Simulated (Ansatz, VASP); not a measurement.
**Fe in VASP and in Ansatz**

```
CELL_PARAMETERS angstrom
-1.43332 1.43332 1.43332
1.43332 -1.43332 1.43332
1.43332 1.43332 -1.43332
ATOMIC_POSITIONS crystal
Fe 0.00000 0.00000 0.00000
```

Alike in both runs: task single point; functional BLYP; dispersion D4; k mesh 13 × 13 × 13; occupations fermi-dirac, width 0.05 eV; collinear spin.

```csv
,VASP,Ansatz
version,VASP 6.6.1,Ansatz 0.2.0
potentials or method,"VASP PAW PBE potentials, release 64 (Fe_sv)",Ansatz PAW
plane-wave cutoff (eV),690,420
valence electrons in the cell,16,16
```

```tsv
	VASP	Ansatz	Ansatz less VASP
gap on the k mesh at the Fermi level (eV)	none	none	-
pressure (GPa)	-9.6	-8.5	+1.10
net moment per atom (μB)	2.15	2.15	0.000
size of the moment on the site where the two differ most (μB)	2.16	2.20	+0.041
```

VASP's potentials were made for PBE, not for BLYP. Site moments also hang on the region over which each program counts them. A gap of «none» marks a metal or a gap that the smearing closes.
